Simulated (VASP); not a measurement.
Pd:

```
Pd
1.0
     0.00000    1.94650    1.94650
     1.94650    0.00000    1.94650
     1.94650    1.94650    0.00000
Pd
1
Direct
  0.00000 0.00000 0.00000
```

- Program: VASP 6.6.1
- Task: relaxation of cell and atoms
- Functional: BLYP
- Potentials or basis: VASP PAW PBE potentials, release 64 (Pd)
- Cutoff: 600 eV
- k mesh: 12 × 12 × 12
- Occupations: fermi-dirac, width 0.05 eV
- Spin: no spin polarisation

At the start: pressure 18.5 GPa; volume 14.75 Å³/atom.

Q: How do energy, volume and symmetry change on relaxing?

A: Over 17 steps the energy falls by 82.1 meV/atom and the volume is 16.34 Å³/atom (+10.8 %); space group Fm-3m (No. 225, to 0.05 Å).

The path:
```
step  energy change (eV)  largest force (eV/Å)  pressure (GPa)  volume (Å³)
   1              0.0000                0.0000           18.49        14.75
   2              0.0224                0.0000          -12.28        18.69
   3             -0.0821                0.0000           -0.41        16.39
   4             -0.0821                0.0000           -0.09        16.35
   5             -0.0821                0.0000            0.21        16.32
   6             -0.0821                0.0000            0.17        16.32
   7             -0.0821                0.0000            0.17        16.32
   8             -0.0821                0.0000            0.17        16.32
   9             -0.0821                0.0000            0.17        16.32
  10             -0.0821                0.0000            0.17        16.32
  11             -0.0821                0.0000            0.17        16.32
  12             -0.0821                0.0000            0.16        16.32
  13             -0.0821                0.0000            0.16        16.32
  14             -0.0821                0.0000            0.15        16.33
  15             -0.0821                0.0000            0.13        16.33
  16             -0.0821                0.0000            0.08        16.33
  17             -0.0821                0.0000           -0.01        16.34
```

Final structure:
```
Pd
1.0
     0.00000    2.01423    2.01423
     2.01423    0.00000    2.01423
     2.01423    2.01423    0.00000
Pd
1
Direct
  0.00000 0.00000 0.00000
```

Caveat: the PAW data sets were made with another functional, which shifts forces and pressure a little; the volume moved by +11 % from the deposited cell, more than functionals usually miss.
